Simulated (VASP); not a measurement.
Crystal: NaI.

```
I Na
1.0
     0.00000    3.21468    3.21468
     3.21468    0.00000    3.21468
     3.21468    3.21468    0.00000
I Na
1 1
Cartesian
  3.2147 3.2147 3.2147
  0.0000 0.0000 0.0000
```

Program: VASP 6.6.1. Alike in all runs: task single point; no spin polarisation; cell as given; cutoff (eV) 520; smearing fermi-dirac 0.05 eV.

Q: Order these runs on this cell by their band gap on the k mesh, lowest first.
A. level LDA; potentials or basis VASP PAW LDA potentials, release 64 (I, Na_pv); k mesh 7 × 7 × 7
B. level r2SCAN; potentials or basis VASP PAW PBE potentials, release 64 (I, Na_pv); k mesh 7 × 7 × 7
C. level PBE; potentials or basis VASP PAW PBE potentials, release 64 (I, Na_pv); k mesh 7 × 7 × 7
D. level PBE0; potentials or basis VASP PAW PBE potentials, release 64 (I, Na_pv); k mesh 4 × 4 × 4; grid for exact exchange (PRECFOCK) Normal

A: A (3.40 eV), C (3.70 eV), B (4.50 eV), D (5.41 eV).

Caveats: some runs use coarse meshes; spin-orbit coupling is left out, which moves the levels of the heavy elements.
